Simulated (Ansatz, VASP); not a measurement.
## Na4Li2Hg: VASP beside Ansatz

```
Na Li Hg
1.0
    -2.84317    2.84317    8.03662
     2.84317   -2.84317    8.03662
     2.84317    2.84317   -8.03662
Na Li Hg
4 2 1
Direct
  0.50000 0.00000 0.50000
  0.00000 0.50000 0.50000
  0.18901 0.18901 0.00000
  0.81099 0.81099 0.00000
  0.39832 0.39832 0.00000
  0.60168 0.60168 0.00000
  0.00000 0.00000 0.00000
```

Alike in both runs: functional PBE; k mesh 6 × 6 × 6; occupations gaussian, width 0.1 eV; no spin polarisation.

Ansatz relaxed the structure, and its values are those at the end. VASP's run is a single point on that final structure, the one shown.

```csv
,VASP,Ansatz
version,VASP 6.6.1,Ansatz 0.2.0
potentials or method,"VASP PAW PBE potentials, release 64 (Na_pv, Li_sv, Hg), cutoff 520 eV","scalar-relativistic, plane waves, PAW"
valence electrons in the cell,46,62
```

VASP gave:

| Item | Value |
| --- | --- |
| gap on the k mesh at the Fermi level (eV) | none |
| rms of the force components (eV/Å) | 0.004 |

Question: What did Ansatz give for the same quantities?

Answer: gap on the k mesh at the Fermi level (eV): none; rms of the force components (eV/Å): 0.003.

A gap of «none» marks a metal or a gap that the smearing closes. VASP's potentials hold 46 valence electrons a cell and Ansatz's 62, so a difference there can come from the potentials and not from the codes.

Neither program's run includes spin-orbit coupling. Noted on VASP's run: the cutoff is short for stress, so the pressure is rough.
